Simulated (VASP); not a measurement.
# In2O3 (R-3c) in VASP: notebook

Runs on In2O3. Level: PBE. Tasks: single point.

All numbers are computed with VASP 6.6.1; they aren't measurements. Logs are shortened: lines on timing, memory, paths and dates and some standing lists are left out, and cuts for length are marked.

## Step 1: The cell of the first run

It takes space group R-3c (No. 167, trigonal). Conventional cell: a = 5.574 Å, b = 5.574 Å, c = 14.729 Å, α = 90.00°, β = 90.00°, γ = 120.00°. In (site symmetry 3) has 6 O at 2.15 to 2.29 Å within 2.8 Å. Within 3.0 Å of O (site symmetry 2) lie 4 In at 2.15 to 2.29 Å and 4 O at 2.86 to 2.98 Å.

## Step 2: Single point, PBE

INCAR

```
PREC = Accurate ; ENCUT = 520
EDIFF = 1E-6 ; ISMEAR = 0
SIGMA = 0.1 ; LREAL = False
LASPH = True ; NELM = 80
ALGO = Normal ; ISIF = 2
LWAVE = False ; LCHARG = True
GGA = PE ; LELF = True
LVHAR = True ; NBANDS = 55
```

KPOINTS

```
regular mesh
0
Gamma
  6 6 6
```

POSCAR

```
In2O3
1.0
    2.7868374612      1.6089813584      4.9097440485
   -2.7868374612      1.6089813584      4.9097440485
    0.0000000000     -3.2179627168      4.9097440485
In O
4 6
Direct
    0.3574450969      0.3574450969      0.3574450969
    0.1425549031      0.1425549031      0.1425549031
    0.6425549031      0.6425549031      0.6425549031
    0.8574450969      0.8574450969      0.8574450969
    0.5467436615      0.9532563385      0.2500000000
    0.2500000000      0.5467436615      0.9532563385
    0.9532563385      0.2500000000      0.5467436615
    0.4532563385      0.0467436615      0.7500000000
    0.7500000000      0.4532563385      0.0467436615
    0.0467436615      0.7500000000      0.4532563385
```

Potentials or basis: VASP PAW PBE potentials, release 64 (In_d, O).

Run with:

```
$ cat potpaw_PBE.64/In_d/POTCAR potpaw_PBE.64/O/POTCAR > POTCAR
$ mpirun -np 1 vasp_std > vasp.out
```

OUTCAR:

```text
PREC = Accurate
   ENCUT = 520
   EDIFF = 1E-6
   ISMEAR = 0
   LREAL = False
   LASPH = True
   NELM = 80
   ISIF = 2
   GGA = PE

 ion  position               nearest neighbor table
   1  0.357  0.357  0.357-   9 2.15   8 2.15  10 2.15   7 2.29   6 2.29   5 2.29   2 3.17   3 3.30
                             3 3.30   3 3.30   2 3.66   2 3.66   2 3.66
   2  0.143  0.143  0.143-  10 2.15   8 2.15   9 2.15   7 2.29   6 2.29   5 2.29   1 3.17   4 3.30
                             4 3.30   4 3.30   1 3.66   1 3.66   1 3.66
   3  0.643  0.643  0.643-   6 2.15   5 2.15   7 2.15   9 2.29  10 2.29   8 2.29   4 3.17   1 3.30
                             1 3.30   1 3.30   4 3.66   4 3.66   4 3.66
   4  0.857  0.857  0.857-   7 2.15   5 2.15   6 2.15   9 2.29  10 2.29   8 2.29   3 3.17   2 3.30
                             2 3.30   2 3.30   3 3.66   3 3.66   3 3.66
   5  0.547  0.953  0.250-   3 2.15   4 2.15   1 2.29   2 2.29
   6  0.250  0.547  0.953-   3 2.15   4 2.15   1 2.29   2 2.29
   7  0.953  0.250  0.547-   4 2.15   3 2.15   1 2.29   2 2.29
   8  0.453  0.047  0.750-   1 2.15   2 2.15   3 2.29   4 2.29
   9  0.750  0.453  0.047-   1 2.15   2 2.15   3 2.29   4 2.29
  10  0.047  0.750  0.453-   2 2.15   1 2.15   3 2.29   4 2.29

  LATTYP: Found a trigonal (rhomboedric) cell.
 ALAT       =     5.8703382073
 COS(alpha) =     0.5492590359

  Lattice vectors:

 A1 = (   2.7868374612,   1.6089813584,   4.9097440485)
 A2 = (  -2.7868374612,   1.6089813584,   4.9097440485)
 A3 = (   0.0000000000,  -3.2179627168,   4.9097440485)

Analysis of symmetry for initial positions (statically):
=====================================================================
 Subroutine PRICEL returns:
 Original cell was already a primitive cell.

 Routine SETGRP: Setting up the symmetry group for a
 trigonal (rhombohedral) supercell.

 Subroutine GETGRP returns: Found 12 space group operations
 (whereof  6 operations were pure point group operations)
 out of a pool of 12 trial point group operations.

The static configuration has the point symmetry S_6 .
 The point group associated with its full space group is D_3d.

Analysis of symmetry for dynamics (positions and initial velocities):
=====================================================================
 Subroutine PRICEL returns:
 Original cell was already a primitive cell.

 Routine SETGRP: Setting up the symmetry group for a
 trigonal (rhombohedral) supercell.

 Subroutine GETGRP returns: Found 12 space group operations
 (whereof  6 operations were pure point group operations)
 out of a pool of 12 trial point group operations.

The dynamic configuration has the point symmetry S_6 .
 The point group associated with its full space group is D_3d.

 Subroutine INISYM returns: Found 12 space group operations
 (whereof  6 operations are pure point group operations),
 and found     1 'primitive' translations

----------------------------------------------------------------------------------------

                                     Primitive cell

  volume of cell :     132.0909

  direct lattice vectors                    reciprocal lattice vectors
     2.786837461  1.608981358  4.909744049     0.179414841  0.103585207  0.067892202
    -2.786837461  1.608981358  4.909744049    -0.179414841  0.103585207  0.067892202
     0.000000000 -3.217962717  4.909744049     0.000000000 -0.207170413  0.067892202

  length of vectors
     5.870338207  5.870338207  5.870338207     0.218011310  0.218011310  0.218011310

  position of ions in fractional coordinates (direct lattice)
     0.357445097  0.357445097  0.357445097
     0.142554903  0.142554903  0.142554903
     0.642554903  0.642554903  0.642554903
     0.857445097  0.857445097  0.857445097
     0.546743662  0.953256338  0.250000000
     0.250000000  0.546743662  0.953256338
     0.953256338  0.250000000  0.546743662
     0.453256338  0.046743662  0.750000000
     0.750000000  0.453256338  0.046743662
     0.046743662  0.750000000  0.453256338

  ion indices of the primitive-cell ions
   primitive index   ion index
                 1           1
                 2           2
                 3           3
                 4           4
                 5           5
                 6           6
                 7           7
                 8           8
                 9           9
                10          10

----------------------------------------------------------------------------------------

 KPOINTS: regular mesh

Automatic generation of k-mesh.
 Grid dimensions read from file:
 generate k-points for:    6    6    6

 Generating k-lattice:

  Cartesian coordinates                     Fractional coordinates (reciprocal lattice)
     0.029902474  0.017264201  0.011315367     0.166666667  0.000000000  0.000000000
    -0.029902474  0.017264201  0.011315367     0.000000000  0.166666667  0.000000000
     0.000000000 -0.034528402  0.011315367     0.000000000  0.000000000  0.166666667

  Length of vectors
     0.036335218  0.036335218  0.036335218

  Shift w.r.t. Gamma in fractional coordinates (k-lattice)
     0.000000000  0.000000000  0.000000000

 Subroutine IBZKPT returns following result:
 ===========================================

 Found     32 irreducible k-points:

 Following reciprocal coordinates:
            Coordinates               Weight
  0.000000  0.000000  0.000000      1.000000
  0.166667 -0.000000 -0.000000      6.000000
  0.333333  0.000000  0.000000      6.000000
  0.500000  0.000000  0.000000      3.000000
  0.166667  0.166667 -0.000000      6.000000
  0.333333  0.166667  0.000000     12.000000
[... 16 lines left out ...]
  0.500000  0.500000  0.166667      6.000000
 -0.333333  0.500000  0.166667     12.000000
 [... further k-points ...]
   k-points           NKPTS =     32   k-points in BZ     NKDIM =     32   number of bands    NBANDS=     55
   number of dos      NEDOS =    301   number of ions     NIONS =     10
   total plane-waves  NPLWV = 110592
   dimension x,y,z NGX =    48 NGY =   48 NGZ =   48
   dimension x,y,z NGXF=    96 NGYF=   96 NGZF=   96
   ions per type =               4   6
   NGX,Y,Z   is equivalent  to a cutoff of  13.59, 13.59, 13.59 a.u.
   NGXF,Y,Z  is equivalent  to a cutoff of  27.19, 27.19, 27.19 a.u.
 SYSTEM =  unknown system
   PREC   = accura    normal or accurate (medium, high low for compatibility)
   ISTART =      0    job   : 0-new  1-cont  2-samecut
   ICHARG =      2    charge: 1-file 2-atom 10-const
   ISPIN  =      1    spin polarized calculation?
   LNONCOLLINEAR =      F non collinear calculations
   LSORBIT =      F    spin-orbit coupling
   LASPH  =      T    aspherical Exc in radial PAW
   ENCUT  =  520.0 eV  38.22 Ry    6.18 a.u.  10.91 10.91 10.91*2*pi/ulx,y,z
   NELM   =     80;   NELMIN=  2; NELMDL= -5     # of ELM steps
   EDIFF  = 0.1E-05   stopping-criterion for ELM
   LREAL  =      F    real-space projection
   EDIFFG = 0.1E-04   stopping-criterion for IOM
   NSW    =      0    number of steps for IOM
   IBRION =     -1    ionic relax: 0-MD 1-quasi-New 2-CG
   NFREE  =      0    steps in history (QN), initial steepest desc. (CG)
   ISIF   =      2    stress and relaxation
   ISYM   =      2    0-nonsym 1-usesym 2-fastsym
   POTIM  = 0.5000    time-step for ionic-motion
   TEBEG  =    0.0;   TEEND  =   0.0 temperature during run
   PSTRESS=    0.0 pullay stress
   NELECT =      88.0000    total number of electrons
   NUPDOWN=      -1.0000    fix difference up-down
   EMIN   =  10.00;   EMAX   =-10.00  energy-range for DOS
   EFERMI =   0.00;   METHOD = LEGACY
   ISMEAR =     0;   SIGMA  =   0.10  broadening in eV -4-tet -1-fermi 0-gaus
   EFERMI_NEDOS =   21; number of points for ismear=-14 and -15
   IALGO  =     38    algorithm
   IMIX   =      4    mixing-type and parameters
     AMIX     =   0.40;   BMIX     =  1.00
     AMIX_MAG =   1.60;   BMIX_MAG =  1.00
  volume/ion in A,a.u.               =      13.21        89.14
  Fermi-wavevector in a.u.,A,eV,Ry     =   1.429809  2.701948 27.815136  2.044355
  Thomas-Fermi vector in A             =   2.549723
   LORBIT       =      0    0 simple, 1 ext, 2 COOP (PROOUT), +10 PAW based schemes
   GGA     = PE    functional components
   LHFCALC =     F    Hartree Fock is set to
   AEXX    =    0.0000 exact exchange contribution
   IVDW    =     0    specifies the selected vdW correction
   LEPSILON=     F    determine dielectric tensor
   LRPA    =     F    only Hartree local field effects (RPA)
 non-spin polarized calculation
 Gauss-broadening in eV      SIGMA  =   0.10
  energy-cutoff  :      520.00
  volume of cell :      132.09
 maximum number of plane-waves:      3579
 NGX is ok and might be reduce to    48
   NGX = 21   NGY = 21   NGZ = 21

 number of electron      88.0000009 magnetization

 Free energy of the ion-electron system (eV)
  ---------------------------------------------------
  ext. energy  EPLUGINS =         0.00000000
  ---------------------------------------------------
  free energy    TOTEN  =       -55.47345990 eV

  energy without entropy =      -55.47345990  energy(sigma->0) =      -55.47345990

 E-fermi :   5.5308     XC(G=0): -10.9905

 val. band max:        5.0905732207   @ k =  -0.1667   0.1667   0.0000
 cond. band min:       6.0642841010   @ k =   0.0000   0.0000   0.0000
 fundamental gap:      0.9737108804
 Fermi energy:         5.5307883680

 k-point     1 :       0.0000    0.0000    0.0000
  band No.  band energies     occupation
      1     -12.2668      2.00000
      2     -11.4624      2.00000
      3     -11.4624      2.00000
      4     -11.2666      2.00000
      5     -11.2666      2.00000
      6     -11.1820      2.00000
[... 47 lines left out ...]
     54      14.7507      0.00000
     55      15.2195      0.00000

 k-point     2 :       0.1667   -0.0000   -0.0000
  band No.  band energies     occupation
      1     -12.1966      2.00000
      2     -11.4537      2.00000
      3     -11.4484      2.00000
      4     -11.3280      2.00000
      5     -11.2815      2.00000
      6     -11.2069      2.00000
[... 47 lines left out ...]
     54      15.3129      0.00000
     55      15.3286      0.00000
[... 1216 lines left out ...]
     54      15.7349      0.00000
     55      16.2230      0.00000

 k-point    24 :      -0.3333    0.5000    0.1667
  band No.  band energies     occupation
      1     -11.8027      2.00000
      2     -11.6723      2.00000
      3     -11.4748      2.00000
      4     -11.4100      2.00000
      5     -11.3057      2.00000
      6     -11.2189      2.00000
[... 47 lines left out ...]
     54      15.4454      0.00000
     55      16.0555      0.00000

 [... further k-points ...]
[... 5 lines left out ...]
  --------------------------------------------------------------------------------------
  -------------------------------------------------------------------------------------
  Total        0.6562728      0.6562728      0.5193476      0.0000000      0.0000000      0.0000000
  in kB        7.9601682      7.9601682      6.2993531      0.0000000      0.0000000      0.0000000
  external PRESSURE =       7.4065632 kB  Pullay stress =       0.0000000 kB

 VOLUME and BASIS-vectors are now :
 -----------------------------------------------------------------------------
  energy-cutoff  :      520.00
  volume of cell :      132.09
      direct lattice vectors                 reciprocal lattice vectors
     2.786837461  1.608981358  4.909744049     0.179414841  0.103585207  0.067892202
    -2.786837461  1.608981358  4.909744049    -0.179414841  0.103585207  0.067892202
     0.000000000 -3.217962717  4.909744049     0.000000000 -0.207170413  0.067892202

 POSITION                                       TOTAL-FORCE (eV/Angst)
 -----------------------------------------------------------------------------------
      0.00000      0.00000      5.26489         0.000000      0.000000     -0.042876
      0.00000      0.00000      2.09972         0.000000      0.000000      0.042876
      0.00000      0.00000      9.46434         0.000000      0.000000      0.042876
      0.00000      0.00000     12.62951         0.000000      0.000000     -0.042876
     -1.13288      1.60898      8.59205        -0.034825      0.000000      0.000000
     -0.82698     -1.78560      8.59205         0.017412     -0.030159      0.000000
      1.95986      0.17662      8.59205         0.017412      0.030159      0.000000
      1.13288     -1.60898      6.13718         0.034825      0.000000      0.000000
      0.82698      1.78560      6.13718        -0.017412      0.030159      0.000000
     -1.95986     -0.17662      6.13718        -0.017412     -0.030159      0.000000
 -----------------------------------------------------------------------------------
    total drift:                               -0.000000     -0.000000      0.000000

  FREE ENERGIE OF THE ION-ELECTRON SYSTEM (eV)
  ---------------------------------------------------
  free  energy   TOTEN  =       -55.4734599033 eV

  energy  without entropy=      -55.4734599033  energy(sigma->0) =      -55.47345990
```

It took 2.8 min on 1 thread of Intel Xeon 6975P-C (Granite Rapids), shared host; peak memory 0.4 GiB.

What came out:

* Free energy: -55.4735 eV
* Pressure: 0.7 GPa
* Largest force: 0.043 eV/Å
* Band gap on the k mesh: 0.97 eV (least direct gap 1.05 eV)

Forces on the atoms (eV/Å):
```
In   0.000  0.000 -0.043
In   0.000  0.000  0.043
In   0.000  0.000  0.043
In   0.000  0.000 -0.043
O   -0.035  0.000  0.000
O    0.017 -0.030  0.000
O    0.017  0.030  0.000
O    0.035  0.000  0.000
O   -0.017  0.030  0.000
O   -0.017 -0.030  0.000
```

Caveat: spin-orbit coupling is left out, which moves the levels of the heavy elements. A k mesh can miss the band edges.

[end of part 1 of 2]
